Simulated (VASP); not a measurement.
# Al in VASP: further runs

The runs below take Al through single point, with r2SCAN.

All numbers are computed with VASP 6.6.1; they aren't measurements. Logs are shortened: lines on timing, memory, paths and dates and some standing lists are left out, and cuts for length are marked.

## (1) The cell of the first run

The cell holds a slab with vacuum, 28 atoms: a = 8.591 Å, b = 8.591 Å, c = 15.050 Å, α = 90.00°, β = 90.00°, γ = 90.00°.

## (2) Single point, r2SCAN

Contents of POSCAR:

```
Al
1.0
    8.5913470000      0.0000000000      0.0000000000
    0.0000000000      8.5913470000      0.0000000000
    0.0000000000      0.0000000000     15.0500000000
Al
28
Direct
    0.0000000000      0.0000000000      0.0664452000
    0.3333333000      0.0000000000      0.0664452000
    0.6666667000      0.0000000000      0.0664452000
    0.0000000000      0.3333333000      0.0664452000
    0.3333333000      0.3333333000      0.0664452000
    0.6666667000      0.3333333000      0.0664452000
    0.0000000000      0.6666667000      0.0664452000
    0.3333333000      0.6666667000      0.0664452000
    0.6666667000      0.6666667000      0.0664452000
    0.1667551519      0.1667585605      0.2157023168
    0.5036672933      0.1666748217      0.2031298588
    0.8297905210      0.1666740249      0.2030967390
    0.1666744636      0.5036691760      0.2031304641
    0.5020015188      0.5020012296      0.1987101812
    0.8313142983      0.5020055785      0.1987303545
    0.1666737220      0.8297919304      0.2030961452
    0.5020057032      0.8313146147      0.1987306938
    0.8313458531      0.8313456788      0.1987444150
   -0.0167609765     -0.0167603903      0.3398568864
    0.3503158317     -0.0168789093      0.3399090071
    0.6667559795     -0.0049874090      0.3370362233
   -0.0168848181      0.3503228843      0.3399121244
    0.3504861935      0.3504886829      0.3400097709
    0.6667604244      0.3379443424      0.3370974497
   -0.0049825296      0.6667588194      0.3370370529
    0.3379502392      0.6667639322      0.3370966357
    0.6665988198      0.6665967590      0.3377150845
    0.1670117121      0.1670209562      0.4314105908
```

Contents of INCAR.step1:

```
ALGO = Normal ; EDIFF = 1E-4
ENCUT = 520 ; GGA = PE
ISMEAR = 0 ; LASPH = True
LCHARG = False ; LREAL = Auto
LWAVE = True ; NBANDS = 62
NELM = 60 ; PREC = Accurate
SIGMA = 0.1
```

Contents of INCAR.step2:

```
ALGO = Normal ; EDIFF = 1E-6
ENCUT = 520 ; ISIF = 2
ISMEAR = 0 ; ISTART = 1
LASPH = True ; LCHARG = False
LMIXTAU = True ; LREAL = Auto
LWAVE = False ; METAGGA = R2SCAN
NBANDS = 62 ; NELM = 60
PREC = Accurate ; SIGMA = 0.1
```

Contents of KPOINTS:

```
k-points
0
Gamma
  3 3 1
```

Potentials or basis: VASP PAW PBE potentials, release 64 (Al).

Launch:

```console
$ cat potpaw_PBE.64/Al/POTCAR > POTCAR
$ cp INCAR.step1 INCAR
$ mpirun -np 1 vasp_std > vasp.out
$ cp INCAR.step2 INCAR
$ mpirun -np 1 vasp_std > vasp.out
```

OUTCAR:

```text
EDIFF = 1E-6
   ENCUT = 520
   ISIF = 2
   ISMEAR = 0
   ISTART = 1
   LASPH = True
   LREAL = Auto
   METAGGA = R2SCAN
   NELM = 60
   PREC = Accurate

 ion  position               nearest neighbor table
   1  0.000  0.000  0.066-  18 2.86   3 2.86   4 2.86   7 2.86   2 2.86  16 2.90  12 2.90  10 3.03

   2  0.333  0.000  0.066-  17 2.86   5 2.86   8 2.86   1 2.86   3 2.86  16 2.90  11 2.90  10 3.02

   3  0.667  0.000  0.066-  17 2.84  18 2.84   9 2.86   1 2.86   6 2.86   2 2.86  11 2.87  12 2.87

   4  0.000  0.333  0.066-  15 2.86   5 2.86   6 2.86   1 2.86   7 2.86  12 2.90  13 2.90  10 3.02

   5  0.333  0.333  0.066-  14 2.86   4 2.86   2 2.86   8 2.86   6 2.86  11 2.90  13 2.90  10 3.02

   6  0.667  0.333  0.066-  14 2.84  15 2.84   3 2.86   4 2.86   5 2.86   9 2.86  11 2.87  12 2.87

   7  0.000  0.667  0.066-  15 2.84  18 2.84   9 2.86   1 2.86   8 2.86   4 2.86  13 2.87  16 2.87

   8  0.333  0.667  0.066-  14 2.84  17 2.84   2 2.86   7 2.86   5 2.86   9 2.86  13 2.87  16 2.87

   9  0.667  0.667  0.066-  14 2.82  15 2.82  17 2.82  18 2.82   3 2.86   7 2.86   6 2.86   8 2.86

  10  0.167  0.167  0.216-  13 2.90  11 2.90  12 2.90  16 2.90  19 2.91  20 2.91  22 2.91  23 2.91
                             5 3.02   4 3.02   2 3.02   1 3.03  28 3.25
  11  0.504  0.167  0.203-  12 2.80  24 2.86  21 2.86   6 2.87   3 2.87  14 2.88  17 2.88  10 2.90
                             5 2.90   2 2.90  20 2.91  23 2.91
  12  0.830  0.167  0.203-  11 2.80  24 2.86  21 2.86   6 2.87   3 2.87  18 2.88  15 2.88  10 2.90
                             4 2.90   1 2.90  19 2.91  22 2.91
  13  0.167  0.504  0.203-  16 2.80  26 2.86  25 2.86   8 2.87   7 2.87  14 2.88  15 2.88  10 2.90
                             5 2.90   4 2.90  22 2.91  23 2.91
  14  0.502  0.502  0.199-  23 2.81   9 2.82  15 2.83  17 2.83   6 2.84   8 2.84   5 2.86  11 2.88
                            13 2.88  26 2.89  24 2.89  27 2.89
  15  0.831  0.502  0.199-  22 2.81   9 2.82  14 2.83  18 2.83   6 2.84   7 2.84   4 2.86  12 2.88
                            13 2.88  25 2.88  24 2.88  27 2.89
  16  0.167  0.830  0.203-  13 2.80  26 2.86  25 2.86   8 2.87   7 2.87  18 2.88  17 2.88  10 2.90
                             2 2.90   1 2.90  19 2.91  20 2.91
  17  0.502  0.831  0.199-  20 2.81   9 2.82  14 2.83  18 2.83   8 2.84   3 2.84   2 2.86  16 2.88
                            11 2.88  21 2.88  26 2.88  27 2.89
  18  0.831  0.831  0.199-  19 2.81   9 2.82  15 2.83  17 2.83   7 2.84   3 2.84   1 2.86  16 2.88
                            12 2.88  21 2.88  25 2.88  27 2.90
  19  0.983  0.983  0.340-  28 2.62  25 2.72  21 2.72  18 2.81  12 2.91  16 2.91  10 2.91  20 3.15
                            22 3.15
  20  0.350  0.983  0.340-  28 2.62  26 2.72  21 2.72  17 2.81  11 2.91  16 2.91  10 2.91  19 3.15
                            23 3.16
  21  0.667  0.995  0.337-  20 2.72  19 2.72  27 2.82  11 2.86  12 2.86  18 2.88  17 2.88  24 2.95
[... 7 lines left out ...]
  25  0.995  0.667  0.337-  22 2.72  19 2.72  27 2.82  13 2.86  16 2.86  18 2.88  15 2.88  26 2.95

  26  0.338  0.667  0.337-  23 2.72  20 2.72  27 2.82  13 2.86  16 2.86  17 2.88  14 2.89  25 2.95

  27  0.667  0.667  0.338-  21 2.82  25 2.82  26 2.82  24 2.82  14 2.89  15 2.89  17 2.89  18 2.90

  28  0.167  0.167  0.431-  23 2.62  22 2.62  20 2.62  19 2.62  10 3.25

  LATTYP: Found a simple tetragonal cell.
 ALAT       =     8.5913470000
 C/A-ratio  =     1.7517625583

  Lattice vectors:

 A1 = (   8.5913470000,   0.0000000000,   0.0000000000)
 A2 = (   0.0000000000,   8.5913470000,   0.0000000000)
 A3 = (   0.0000000000,   0.0000000000,  15.0500000000)

Analysis of symmetry for initial positions (statically):
=====================================================================
 Subroutine PRICEL returns:
 Original cell was already a primitive cell.

 Routine SETGRP: Setting up the symmetry group for a
 simple tetragonal supercell.

 Subroutine GETGRP returns: Found  2 space group operations
 (whereof  2 operations were pure point group operations)
 out of a pool of 16 trial point group operations.

The static configuration has the point symmetry C_1h.

Analysis of symmetry for dynamics (positions and initial velocities):
=====================================================================
 Subroutine PRICEL returns:
 Original cell was already a primitive cell.

 Routine SETGRP: Setting up the symmetry group for a
 simple tetragonal supercell.

 Subroutine GETGRP returns: Found  2 space group operations
 (whereof  2 operations were pure point group operations)
 out of a pool of 16 trial point group operations.

The dynamic configuration has the point symmetry C_1h.

 Subroutine INISYM returns: Found  2 space group operations
 (whereof  2 operations are pure point group operations),
 and found     1 'primitive' translations

----------------------------------------------------------------------------------------

                                     Primitive cell

  volume of cell :    1110.8592

  direct lattice vectors                    reciprocal lattice vectors
     8.591347000  0.000000000  0.000000000     0.116396183  0.000000000  0.000000000
     0.000000000  8.591347000  0.000000000     0.000000000  0.116396183  0.000000000
     0.000000000  0.000000000 15.050000000     0.000000000  0.000000000  0.066445183

  length of vectors
     8.591347000  8.591347000 15.050000000     0.116396183  0.116396183  0.066445183

  position of ions in fractional coordinates (direct lattice)
     0.000000000  0.000000000  0.066445200
     0.333333300  0.000000000  0.066445200
     0.666666700  0.000000000  0.066445200
     0.000000000  0.333333300  0.066445200
     0.333333300  0.333333300  0.066445200
     0.666666700  0.333333300  0.066445200
[... 20 lines left out ...]
     0.666598820  0.666596759  0.337715084
     0.167011712  0.167020956  0.431410591

  ion indices of the primitive-cell ions
   primitive index   ion index
                 1           1
                 2           2
                 3           3
                 4           4
                 5           5
                 6           6
[... 20 lines left out ...]
                27          27
                28          28

----------------------------------------------------------------------------------------

 KPOINTS: k-points

Automatic generation of k-mesh.
 Grid dimensions read from file:
 generate k-points for:    3    3    1

 Generating k-lattice:

  Cartesian coordinates                     Fractional coordinates (reciprocal lattice)
     0.038798728  0.000000000  0.000000000     0.333333333  0.000000000  0.000000000
     0.000000000  0.038798728  0.000000000     0.000000000  0.333333333  0.000000000
     0.000000000  0.000000000  0.066445183     0.000000000  0.000000000  1.000000000

  Length of vectors
     0.038798728  0.038798728  0.066445183

  Shift w.r.t. Gamma in fractional coordinates (k-lattice)
     0.000000000  0.000000000  0.000000000

 Subroutine IBZKPT returns following result:
 ===========================================

 Found      4 irreducible k-points:

 Following reciprocal coordinates:
            Coordinates               Weight
  0.000000  0.000000  0.000000      1.000000
  0.333333  0.000000  0.000000      4.000000
  0.333333  0.333333  0.000000      2.000000
 -0.333333  0.333333  0.000000      2.000000
   k-points           NKPTS =      4   k-points in BZ     NKDIM =      4   number of bands    NBANDS=     62
   number of dos      NEDOS =    301   number of ions     NIONS =     28
   total plane-waves  NPLWV = 458752
   dimension x,y,z NGX =    64 NGY =   64 NGZ =  112
   dimension x,y,z NGXF=   128 NGYF=  128 NGZF=  224
   ions per type =              28
   NGX,Y,Z   is equivalent  to a cutoff of  12.38, 12.38, 12.37 a.u.
   NGXF,Y,Z  is equivalent  to a cutoff of  24.77, 24.77, 24.74 a.u.
 SYSTEM =  unknown system
   PREC   = accura    normal or accurate (medium, high low for compatibility)
   ISTART =      1    job   : 0-new  1-cont  2-samecut
   ICHARG =      0    charge: 1-file 2-atom 10-const
   ISPIN  =      1    spin polarized calculation?
   LNONCOLLINEAR =      F non collinear calculations
   LSORBIT =      F    spin-orbit coupling
   LASPH  =      T    aspherical Exc in radial PAW
   ENCUT  =  520.0 eV  38.22 Ry    6.18 a.u.  15.97 15.97 27.98*2*pi/ulx,y,z
   NELM   =     60;   NELMIN=  2; NELMDL=  0     # of ELM steps
   EDIFF  = 0.1E-05   stopping-criterion for ELM
   LREAL  =      T    real-space projection
   EDIFFG = 0.1E-04   stopping-criterion for IOM
   NSW    =      0    number of steps for IOM
   IBRION =     -1    ionic relax: 0-MD 1-quasi-New 2-CG
   NFREE  =      0    steps in history (QN), initial steepest desc. (CG)
   ISIF   =      2    stress and relaxation
   ISYM   =      2    0-nonsym 1-usesym 2-fastsym
   POTIM  = 0.5000    time-step for ionic-motion
   TEBEG  =    0.0;   TEEND  =   0.0 temperature during run
   PSTRESS=    0.0 pullay stress
   NELECT =      84.0000    total number of electrons
   NUPDOWN=      -1.0000    fix difference up-down
   EMIN   =  10.00;   EMAX   =-10.00  energy-range for DOS
   EFERMI =   0.00;   METHOD = LEGACY
   ISMEAR =     0;   SIGMA  =   0.10  broadening in eV -4-tet -1-fermi 0-gaus
   EFERMI_NEDOS =   21; number of points for ismear=-14 and -15
   IALGO  =     38    algorithm
   IMIX   =      4    mixing-type and parameters
     AMIX     =   0.40;   BMIX     =  1.00
     AMIX_MAG =   1.60;   BMIX_MAG =  1.00
  volume/ion in A,a.u.               =      39.67       267.73
  Fermi-wavevector in a.u.,A,eV,Ry     =   0.692280  1.308219  6.520608  0.479251
  Thomas-Fermi vector in A             =   1.774168
   LORBIT       =      0    0 simple, 1 ext, 2 COOP (PROOUT), +10 PAW based schemes
   METAGGA = R2SCAN    functional components
   LHFCALC =     F    Hartree Fock is set to
   AEXX    =    0.0000 exact exchange contribution
   IVDW    =     0    specifies the selected vdW correction
   LEPSILON=     F    determine dielectric tensor
   LRPA    =     F    only Hartree local field effects (RPA)
 non-spin polarized calculation
 Gauss-broadening in eV      SIGMA  =   0.10
  energy-cutoff  :      520.00
  volume of cell :     1110.86
 maximum number of plane-waves:     29910
   NGX = 31   NGY = 31   NGZ = 55

 number of electron      84.0000000 magnetization

 Free energy of the ion-electron system (eV)
  ---------------------------------------------------
  ext. energy  EPLUGINS =         0.00000000
  ---------------------------------------------------
  free energy    TOTEN  =      -177.36528739 eV

  energy without entropy =     -177.28406623  energy(sigma->0) =     -177.32467681

 E-fermi :   1.0195     XC(G=0):  -5.7345

 val. band max:        0.9002841857   @ k =   0.3333   0.0000   0.0000
 cond. band min:       1.0287556726   @ k =   0.0000   0.0000   0.0000
 fundamental gap:      0.1284714869
 Fermi energy:         1.0194867395

 k-point     1 :       0.0000    0.0000    0.0000
  band No.  band energies     occupation
      1     -10.1286      2.00000
      2      -8.0898      2.00000
      3      -8.0307      2.00000
      4      -8.0306      2.00000
      5      -8.0097      2.00000
      6      -7.7967      2.00000
[... 217 lines left out ...]
     53       2.4149      0.00000
     54       2.7244      0.00000
 [bands above 54 left out]

------------------------ aborting loop because EDIFF is reached ----------------------------------------

  FORCE on cell =-STRESS in cart. coord.  units (eV):
  Direction    XX          YY          ZZ          XY          YZ          ZX
  --------------------------------------------------------------------------------------
  -------------------------------------------------------------------------------------
  Total      -20.7097202    -20.7097202     -0.6629543      0.0063510     -0.0218684     -0.0218683
  in kB      -29.8693515    -29.8693515     -0.9561701      0.0091600     -0.0315406     -0.0315404
  external PRESSURE =     -20.2316244 kB  Pullay stress =       0.0000000 kB

 VOLUME and BASIS-vectors are now :
 -----------------------------------------------------------------------------
  energy-cutoff  :      520.00
  volume of cell :     1110.86
      direct lattice vectors                 reciprocal lattice vectors
     8.591347000  0.000000000  0.000000000     0.116396183  0.000000000  0.000000000
     0.000000000  8.591347000  0.000000000     0.000000000  0.116396183  0.000000000
     0.000000000  0.000000000 15.050000000     0.000000000  0.000000000  0.066445183

 POSITION                                       TOTAL-FORCE (eV/Angst)
 -----------------------------------------------------------------------------------
      0.00000      0.00000      1.00000        -0.009024     -0.009024      0.185202
      2.86378      0.00000      1.00000         0.008515     -0.008356      0.183328
      5.72756      0.00000      1.00000        -0.001399     -0.002679     -0.071504
      0.00000      2.86378      1.00000        -0.008356      0.008515      0.183328
      2.86378      2.86378      1.00000         0.001788      0.001788      0.181528
      5.72756      2.86378      1.00000         0.004583     -0.003676     -0.074073
[... 20 lines left out ...]
      5.72698      5.72696      5.08261         0.001500      0.001500     -0.005472
      1.43486      1.43493      6.49273        -0.005880     -0.005880     -0.039803
 -----------------------------------------------------------------------------------
    total drift:                                0.018114      0.023077      0.003255

  FREE ENERGIE OF THE ION-ELECTRON SYSTEM (eV)
  ---------------------------------------------------
  free  energy   TOTEN  =      -177.3652873867 eV

  energy  without entropy=     -177.2840662329  energy(sigma->0) =     -177.32467681
```

It took 19 min on 1 thread of Intel Xeon 6975P-C (Granite Rapids), shared host; peak memory 1 GiB.

Results:

```
Free energy            : -177.3653 eV
Largest force          : 0.246 eV/Å
Band gap on the k mesh : zero (bands 42 and 43 overlap by 0.22 eV)
```

Forces on the atoms (eV/Å):
```
Al  -0.009 -0.009  0.185
Al   0.009 -0.008  0.183
Al  -0.001 -0.003 -0.072
Al  -0.008  0.009  0.183
Al   0.002  0.002  0.182
Al   0.005 -0.004 -0.074
Al  -0.003 -0.001 -0.072
Al  -0.004  0.005 -0.074
Al   0.005  0.005 -0.246
Al   0.003  0.003 -0.013
Al   0.003  0.002 -0.011
Al  -0.006  0.002 -0.010
Al   0.002  0.003 -0.011
Al  -0.003 -0.003 -0.009
Al   0.000 -0.004 -0.012
Al   0.002 -0.006 -0.010
Al  -0.004  0.000 -0.012
Al   0.000  0.000 -0.016
Al   0.003  0.003 -0.002
Al  -0.003  0.001 -0.007
Al   0.002 -0.006 -0.002
Al   0.001 -0.003 -0.007
Al   0.001  0.001 -0.016
Al   0.003  0.012 -0.006
Al  -0.006  0.002 -0.002
Al   0.012  0.003 -0.006
Al   0.002  0.002 -0.005
Al  -0.006 -0.006 -0.040
```

Caveat: there is no dipole correction, which matters where the two faces differ; the PAW data sets were made with another functional, which shifts forces and pressure a little.

[end of part 1 of 2]

The gap in the log of VASP goes by the Fermi energy; the results here count the filled bands.